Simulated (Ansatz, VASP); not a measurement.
# KCl in VASP and in Ansatz

```
K Cl
1.0
     3.58489    0.00000    0.00000
     0.00000    3.58489    0.00000
     0.00000    0.00000    3.58489
K Cl
1 1
Direct
  0.00000 0.00000 0.00000
  0.50000 0.50000 0.50000
```

Change from the starting cell: volume scaled by 0.96, crystal datasets.

Alike in both runs: task electric field gradients; functional PBE; k mesh 7 × 7 × 7; occupations fermi-dirac, width 0.02 eV; no spin polarisation.

```csv
,VASP,Ansatz
version,VASP 6.6.1,Ansatz 0.2.0
potentials or method,"VASP PAW PBE potentials, release 64 (K_sv, Cl), cutoff 520 eV","all-electron PAW with datasets made for the crystal, scalar-relativistic"
```

|  | VASP | Ansatz | Ansatz less VASP |
| --- | --- | --- | --- |
| gap on the k mesh at the Fermi level (eV) | 5.84 | 5.85 | +0.003 |
| pressure (GPa) | 6.3 | 6.2 | -0.09 |

Ansatz ran all-electron here, and VASP with PAW potentials.
